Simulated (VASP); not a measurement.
# Ga (Pm-3m) in VASP: settings compared

Aim: see how the results for Ga move with the level of theory and the settings. Levels: revPBE, BLYP, PBE, LDA. Tasks: relaxation of cell and atoms, single point.

All numbers are computed with VASP 6.6.1; they aren't measurements. Logs are shortened: lines on timing, memory, paths and dates and some standing lists are left out, and cuts for length are marked.

### 1 The cell of the first run

Symmetry: Pm-3m, No. 221, cubic system. Conventional cell: a = 2.716 Å, b = 2.716 Å, c = 2.716 Å, α = 90.00°, β = 90.00°, γ = 90.00°. Within 3.6 Å of Ga (site symmetry m-3m) lie 6 Ga at 2.72 Å.

### 2 Relaxation of cell and atoms, revPBE

Input file INCAR:

```
PREC     = Accurate       # precision mode
ENCUT    = 600            # plane-wave cutoff, eV
EDIFF    = 1E-6           # SCF threshold, eV
ISMEAR   = -1             # smearing method
SIGMA    = 0.05           # smearing width, eV
LREAL    = False          # projectors in reciprocal space
LASPH    = True           # aspherical terms in the spheres
NELM     = 80             # most SCF steps
ALGO     = Fast           # electronic algorithm
ISIF     = 3              # what is computed and relaxed
LWAVE    = False          # write WAVECAR
LCHARG   = False          # write CHGCAR
GGA      = RE             # functional
IBRION   = 2              # ionic algorithm
NSW      = 60             # ionic steps
EDIFFG   = -0.01          # ionic threshold
```

Input file KPOINTS:

```
Automatic mesh
0
Gamma
  10 10 10
```

Input file POSCAR:

```
Ga
1.0
    2.7164800000      0.0000000000      0.0000000000
    0.0000000000      2.7164800000      0.0000000000
    0.0000000000      0.0000000000      2.7164800000
Ga
1
Direct
    0.0000000000      0.0000000000      0.0000000000
```

Potentials or basis: VASP PAW PBE potentials, release 64 (Ga_d).

Launch:

```bash
$ cat potpaw_PBE.64/Ga_d/POTCAR > POTCAR
$ mpirun -np 1 vasp_std > vasp.out
```

OUTCAR:

```text
PREC = Accurate
   ENCUT = 600
   EDIFF = 1E-6
   ISMEAR = -1
   LREAL = False
   LASPH = True
   NELM = 80
   ISIF = 3
   GGA = RE
   IBRION = 2
   NSW = 60
   EDIFFG = -0.01

 ion  position               nearest neighbor table
   1  0.000  0.000  0.000-

  LATTYP: Found a simple cubic cell.
 ALAT       =     2.7164800000

  Lattice vectors:

 A1 = (   2.7164800000,   0.0000000000,   0.0000000000)
 A2 = (   0.0000000000,   2.7164800000,   0.0000000000)
 A3 = (   0.0000000000,   0.0000000000,   2.7164800000)

Analysis of symmetry for initial positions (statically):
=====================================================================
 Subroutine PRICEL returns:
 Original cell was already a primitive cell.

 Routine SETGRP: Setting up the symmetry group for a
 simple cubic supercell.

 Subroutine GETGRP returns: Found 48 space group operations
 (whereof 48 operations were pure point group operations)
 out of a pool of 48 trial point group operations.

The static configuration has the point symmetry O_h .

Analysis of symmetry for dynamics (positions and initial velocities):
=====================================================================
 Subroutine PRICEL returns:
 Original cell was already a primitive cell.

 Routine SETGRP: Setting up the symmetry group for a
 simple cubic supercell.

 Subroutine GETGRP returns: Found 48 space group operations
 (whereof 48 operations were pure point group operations)
 out of a pool of 48 trial point group operations.

The dynamic configuration has the point symmetry O_h .

 Subroutine INISYM returns: Found 48 space group operations
 (whereof 48 operations are pure point group operations),
 and found     1 'primitive' translations

----------------------------------------------------------------------------------------

                                     Primitive cell

  volume of cell :      20.0456

  direct lattice vectors                    reciprocal lattice vectors
     2.716480000  0.000000000  0.000000000     0.368123454  0.000000000  0.000000000
     0.000000000  2.716480000  0.000000000     0.000000000  0.368123454  0.000000000
     0.000000000  0.000000000  2.716480000     0.000000000  0.000000000  0.368123454

  length of vectors
     2.716480000  2.716480000  2.716480000     0.368123454  0.368123454  0.368123454

  position of ions in fractional coordinates (direct lattice)
     0.000000000  0.000000000  0.000000000

  ion indices of the primitive-cell ions
   primitive index   ion index
                 1           1

----------------------------------------------------------------------------------------

 KPOINTS: Automatic mesh

Automatic generation of k-mesh.
 Grid dimensions read from file:
 generate k-points for:   10   10   10

 Generating k-lattice:

  Cartesian coordinates                     Fractional coordinates (reciprocal lattice)
     0.036812345  0.000000000  0.000000000     0.100000000  0.000000000  0.000000000
     0.000000000  0.036812345  0.000000000     0.000000000  0.100000000  0.000000000
     0.000000000  0.000000000  0.036812345     0.000000000  0.000000000  0.100000000

  Length of vectors
     0.036812345  0.036812345  0.036812345

  Shift w.r.t. Gamma in fractional coordinates (k-lattice)
     0.000000000  0.000000000  0.000000000

 Subroutine IBZKPT returns following result:
 ===========================================

 Found     56 irreducible k-points:

 Following reciprocal coordinates:
            Coordinates               Weight
  0.000000  0.000000  0.000000      1.000000
  0.100000  0.000000  0.000000      6.000000
  0.200000  0.000000  0.000000      6.000000
  0.300000  0.000000  0.000000      6.000000
  0.400000  0.000000  0.000000      6.000000
  0.500000  0.000000  0.000000      3.000000
[... 16 lines left out ...]
  0.200000  0.100000  0.100000     24.000000
  0.300000  0.100000  0.100000     24.000000
 [... further k-points ...]
   k-points           NKPTS =     56   k-points in BZ     NKDIM =     56   number of bands    NBANDS=     10
   number of dos      NEDOS =    301   number of ions     NIONS =      1
   total plane-waves  NPLWV =  13824
   dimension x,y,z NGX =    24 NGY =   24 NGZ =   24
   dimension x,y,z NGXF=    48 NGYF=   48 NGZF=   48
   ions per type =               1
   NGX,Y,Z   is equivalent  to a cutoff of  14.69, 14.69, 14.69 a.u.
   NGXF,Y,Z  is equivalent  to a cutoff of  29.38, 29.38, 29.38 a.u.
 SYSTEM =  unknown system
   PREC   = accura    normal or accurate (medium, high low for compatibility)
   ISTART =      0    job   : 0-new  1-cont  2-samecut
   ICHARG =      2    charge: 1-file 2-atom 10-const
   ISPIN  =      1    spin polarized calculation?
   LNONCOLLINEAR =      F non collinear calculations
   LSORBIT =      F    spin-orbit coupling
   LASPH  =      T    aspherical Exc in radial PAW
   ENCUT  =  600.0 eV  44.10 Ry    6.64 a.u.   5.43  5.43  5.43*2*pi/ulx,y,z
   NELM   =     80;   NELMIN=  2; NELMDL= -5     # of ELM steps
   EDIFF  = 0.1E-05   stopping-criterion for ELM
   LREAL  =      F    real-space projection
   EDIFFG = -.1E-01   stopping-criterion for IOM
   NSW    =     60    number of steps for IOM
   IBRION =      2    ionic relax: 0-MD 1-quasi-New 2-CG
   NFREE  =      1    steps in history (QN), initial steepest desc. (CG)
   ISIF   =      3    stress and relaxation
   ISYM   =      2    0-nonsym 1-usesym 2-fastsym
   POTIM  = 0.5000    time-step for ionic-motion
   TEBEG  =    0.0;   TEEND  =   0.0 temperature during run
   PSTRESS=    0.0 pullay stress
   NELECT =      13.0000    total number of electrons
   NUPDOWN=      -1.0000    fix difference up-down
   EMIN   =  10.00;   EMAX   =-10.00  energy-range for DOS
   EFERMI =   0.00;   METHOD = LEGACY
   ISMEAR =    -1;   SIGMA  =   0.05  broadening in eV -4-tet -1-fermi 0-gaus
   EFERMI_NEDOS =   21; number of points for ismear=-14 and -15
   IALGO  =     68    algorithm
   IMIX   =      4    mixing-type and parameters
     AMIX     =   0.40;   BMIX     =  1.00
     AMIX_MAG =   1.60;   BMIX_MAG =  1.00
  volume/ion in A,a.u.               =      20.05       135.27
  Fermi-wavevector in a.u.,A,eV,Ry     =   1.417042  2.677821 27.320614  2.008008
  Thomas-Fermi vector in A             =   2.538314
   LORBIT       =      0    0 simple, 1 ext, 2 COOP (PROOUT), +10 PAW based schemes
   GGA     = RE    functional components
   LHFCALC =     F    Hartree Fock is set to
   AEXX    =    0.0000 exact exchange contribution
   IVDW    =     0    specifies the selected vdW correction
   LEPSILON=     F    determine dielectric tensor
   LRPA    =     F    only Hartree local field effects (RPA)
 conjugate gradient relaxation of ions
 non-spin polarized calculation
 RMM-DIIS sequential band-by-band and
  energy-cutoff  :      600.00
  volume of cell :       20.05
 maximum number of plane-waves:       691
 NGX is ok and might be reduce to    24
   NGX = 11   NGY = 11   NGZ = 11

--------------------------------------- Ionic step        1  -------------------------------------------

 number of electron      13.0000005 magnetization

 Free energy of the ion-electron system (eV)
  ---------------------------------------------------
  ext. energy  EPLUGINS =         0.00000000
  ---------------------------------------------------
  free energy    TOTEN  =        -2.53222126 eV

  energy without entropy =       -2.52665982  energy(sigma->0) =       -2.52944054

------------------------ aborting loop because EDIFF is reached ----------------------------------------

  FORCE on cell =-STRESS in cart. coord.  units (eV):
  Direction    XX          YY          ZZ          XY          YZ          ZX
  --------------------------------------------------------------------------------------
  -------------------------------------------------------------------------------------
  Total        0.1925201      0.1925201      0.1925201     -0.0000000     -0.0000000      0.0000000
  in kB       15.3874654     15.3874654     15.3874654     -0.0000000     -0.0000000      0.0000000
  external PRESSURE =      15.3874654 kB  Pullay stress =       0.0000000 kB
[... 125 lines left out ...]
  energy  without entropy=       -2.5312405177  energy(sigma->0) =       -2.53370805

--------------------------------------- Ionic step        5  -------------------------------------------

 number of electron      13.0000003 magnetization

 Free energy of the ion-electron system (eV)
  ---------------------------------------------------
  ext. energy  EPLUGINS =         0.00000000
  ---------------------------------------------------
  free energy    TOTEN  =        -2.53618600 eV

  energy without entropy =       -2.53120122  energy(sigma->0) =       -2.53369361

 E-fermi :   4.5496     XC(G=0): -10.3462

 val. band max:        4.4694393259   @ k =   0.4000   0.3000   0.2000
 cond. band min:       4.5893318837   @ k =   0.4000   0.4000   0.1000
 fundamental gap:      0.1198925579
 Fermi energy:         4.5495668402

 k-point     1 :       0.0000    0.0000    0.0000
  band No.  band energies     occupation
      1     -10.5470      2.00000
      2     -10.5470      2.00000
      3     -10.0817      2.00000
      4     -10.0817      2.00000
      5     -10.0817      2.00000
      6      -5.7583      2.00000
      7      13.2442      0.00000
      8      13.2442      0.00000
      9      13.2442      0.00000
     10      16.1263      0.00000
[... 287 lines left out ...]
 k-point    24 :       0.3000    0.1000    0.1000
  band No.  band energies     occupation
      1     -10.4763      2.00000
      2     -10.3169      2.00000
      3     -10.1855      2.00000
      4     -10.1794      2.00000
      5     -10.0988      2.00000
      6      -3.5881      2.00000
      7       4.9812      0.00036
      8      12.4119      0.00000
      9      13.1029      0.00000
     10      20.3146      0.00000

 [... further k-points ...]
[... 5 lines left out ...]
  --------------------------------------------------------------------------------------
  -------------------------------------------------------------------------------------
  Total        0.0082223      0.0082223      0.0082223     -0.0000000      0.0000000     -0.0000000
  in kB        0.6318013      0.6318013      0.6318013     -0.0000000      0.0000000     -0.0000000
  external PRESSURE =       0.6318013 kB  Pullay stress =       0.0000000 kB
[... 16 lines left out ...]
  FREE ENERGIE OF THE ION-ELECTRON SYSTEM (eV)
  ---------------------------------------------------
  free  energy   TOTEN  =        -2.5361860030 eV

  energy  without entropy=       -2.5312012166  energy(sigma->0) =       -2.53369361

 reached required accuracy - stopping structural energy minimisation
```

It took 15 s on 1 thread of Intel Xeon 6975P-C (Granite Rapids), shared host; peak memory 0.14 GiB.

What came out:

| Item | Value |
| --- | --- |
| Free energy | -2.5362 eV |
| Relaxed volume | 20.85 Å³/atom |
| Relaxed cell | a = 2.752 Å, b = 2.752 Å, c = 2.752 Å, α = 90.00°, β = 90.00°, γ = 90.00° |
| Space group after relaxing (to 0.05 Å) | Pm-3m (No. 221) |
| Energy gained by relaxing | 4.0 meV/atom |
| Ionic steps | 5 |
| Pressure after relaxing | 0.1 GPa |

Step by step:
| step | energy change (eV) | largest force (eV/Å) | pressure (GPa) | volume (Å³) |
| --- | --- | --- | --- | --- |
| 1 | 0.0000 | 0.0000 | 1.54 | 20.05 |
| 2 | -0.0036 | 0.0000 | 0.56 | 20.61 |
| 3 | -0.0032 | 0.0000 | -0.56 | 21.22 |
| 4 | -0.0040 | 0.0000 | -0.13 | 20.91 |
| 5 | -0.0040 | 0.0000 | 0.06 | 20.85 |

Final structure:
```cif
data_structure
_symmetry_space_group_name_H-M 'P 1'
_symmetry_Int_Tables_number 1
_cell_length_a 2.7524
_cell_length_b 2.7524
_cell_length_c 2.7524
_cell_angle_alpha 90.000
_cell_angle_beta 90.000
_cell_angle_gamma 90.000
_cell_volume 20.85
loop_
_atom_site_label
_atom_site_type_symbol
_atom_site_fract_x
_atom_site_fract_y
_atom_site_fract_z
_atom_site_occupancy
Ga1 Ga 0.00000 0.00000 0.00000 1
```

Levels at points of the mesh, in eV from the Fermi level:
```
           k point  band 3  band 4  band 5  band 6  band 7  band 8  band 9  band 10
(0.00, 0.00, 0.00)  -14.63  -14.63  -14.63  -10.31    8.69    8.69    8.69    11.58
(0.50, 0.00, 0.00)  -14.76  -14.76  -14.62   -6.14   -3.94   11.97   11.97    15.16
(0.50, 0.50, 0.00)  -14.74  -14.74  -14.51   -1.78   -0.63   -0.63    4.17    15.29
(0.50, 0.50, 0.50)  -14.93  -14.50  -14.50    2.54    2.54    2.54    3.36     8.02
```

Caveat: the PAW data sets were made with another functional, which shifts forces and pressure a little.

(Part 1 of 2 ends here.)
